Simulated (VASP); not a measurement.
Runs of VASP 6.6.1 on BN (k07). The structure is that of space group P6_3mc (No. 186), or close to it. The cells are those of the table. 

```csv
task,cell,k mesh,cutoff (eV),smearing,gap on the mesh (eV),pressure (GPa)
relaxation of cell and atoms,"relaxed from a = 2.550, b = 2.550, c = 4.210 Å, angles 90.0, 90.0, 120.0°, 4 atoms",15 × 15 × 8,600,gaussian 0.02 eV,4.95,0.0
single point,"a = 2.550, b = 2.550, c = 4.210 Å, angles 90.0, 90.0, 120.0°, 4 atoms",9 × 9 × 4,520,gaussian 0.1 eV,(a),-2.7
single point,"a = 2.541, b = 2.541, c = 4.203 Å, angles 90.0, 90.0, 120.0°, 4 atoms",15 × 15 × 8,520,gaussian 0.01 eV,4.95,0.8
single point,"a = 2.541, b = 2.541, c = 4.203 Å, angles 90.0, 90.0, 120.0°, 4 atoms",15 × 15 × 8,520,gaussian 0.02 eV,4.95,0.8
```

Alike in all rows: level PBEsol; potentials or basis VASP PAW PBE potentials, release 64 (B, N); no spin polarisation.

Fill in the values left out.

(a) 4.94.

Caveats: the PAW data sets were made with another functional, which shifts forces and pressure a little.

A k mesh can miss the band edges.
